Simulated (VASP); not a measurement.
Input of a VASP 6.6.1 run:

Contents of INCAR:

```
  PREC = Accurate
  ENCUT = 500
  EDIFF = 1E-6
  ISMEAR = 0
  SIGMA = 0.02
  LREAL = F
  LASPH = T
  NELM = 120
  ALGO = Normal
  ISIF = 2
  LWAVE = F
  LCHARG = F
  GGA = PE
  NBANDS = 36
  GGA_COMPAT = F
```

The input KPOINTS:

```
regular mesh
0
Gamma
  8 8 8
```

The input POSCAR:

```
ZnSiP2
1.0
   -2.7089149312      2.7089149312      5.2688228020
    2.7089149312     -2.7089149312      5.2688228020
    2.7089149312      2.7089149312     -5.2688228020
Zn Si P
2 2 4
Direct
    0.0000000000      0.0000000000      0.0000000000
    0.7500000000      0.2500000000      0.5000000000
    0.5000000000      0.5000000000      0.0000000000
    0.2500000000      0.7500000000      0.5000000000
    0.3750000000      0.3922484432      0.5172484432
    0.8750000000      0.8577515568      0.4827515568
    0.6077515568      0.1250000000      0.9827515568
    0.1422484432      0.6250000000      0.0172484432
```

Potentials or basis: VASP PAW PBE potentials, release 64 (Zn, Si, P).

Command:

```sh
$ cat potpaw_PBE.64/Zn/POTCAR potpaw_PBE.64/Si/POTCAR potpaw_PBE.64/P/POTCAR > POTCAR
$ mpirun -np 1 vasp_std > vasp.out
```

Problem. Estimate the largest force.

Solution. 0.032 eV/Å.

Problem. Estimate the band gap on the k mesh.

Solution. 1.36 eV.

Problem. Predict the pressure.

Solution. 0.0 GPa.

Forces on the atoms (eV/Å):
```
Zn   0.000  0.000  0.000
Zn   0.000  0.000  0.000
Si   0.000  0.000  0.000
Si   0.000  0.000  0.000
P    0.032  0.000  0.000
P   -0.032  0.000  0.000
P    0.000 -0.032  0.000
P    0.000  0.032  0.000
```

A k mesh can miss the band edges.
